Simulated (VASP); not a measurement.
BaTiO3, 5 atoms in the cell. The structure is cubic, space group Pm-3m (No. 221). Conventional cell: a = 3.770 Å, b = 3.770 Å, c = 3.770 Å, α = 90.00°, β = 90.00°, γ = 90.00°. Ba (site symmetry m-3m) has 12 O at 2.67 Å and 8 Ti at 3.27 Å within 3.5 Å. Ti (site symmetry m-3m) has 6 O at 1.89 Å within 2.5 Å. Within 2.5 Å of O (site symmetry 4/mmm) lie 2 Ti at 1.89 Å. 

```yaml
Program: VASP 6.6.1
Task: relaxation of cell and atoms
Functional: PBE
Potentials_or_basis: VASP PAW PBE potentials, release 64 (Ba_sv, Ti_sv, O)
Cutoff: 600 eV
k_mesh: 8 × 8 × 8
Occupations: gaussian, width 0.02 eV
Spin: no spin polarisation
Hubbard_terms: Ti d U = 4.0 eV
Target_pressure: 50 GPa
Dipole_correction: no
Further_INCAR_settings: ALGO = Normal; EDIFF = 1e-07; IBRION = 2; EDIFFG = -0.008; NSW = 70; ISIF = 3
```

Potentials or basis: VASP PAW PBE potentials, release 64 (Ba_sv, Ti_sv, O).

Command:

```console
$ cat potpaw_PBE.64/Ba_sv/POTCAR potpaw_PBE.64/Ti_sv/POTCAR potpaw_PBE.64/O/POTCAR > POTCAR
$ mpirun -np 1 vasp_std > vasp.out
```

Hardware: 1 thread of Intel(R) Xeon(R) Platinum 8175M CPU @ 2.50GHz (Skylake/Cascade Lake), with other jobs on the host.

**Question.** Estimate the wall time of this run.

**Answer.** Wall time 3.5 min on 1 thread of Intel(R) Xeon(R) Platinum 8175M CPU @ 2.50GHz (Skylake/Cascade Lake), with other jobs on the host, peak memory 0.22 GiB. Counts: scf iterations 41, k points 35, ion steps 3.
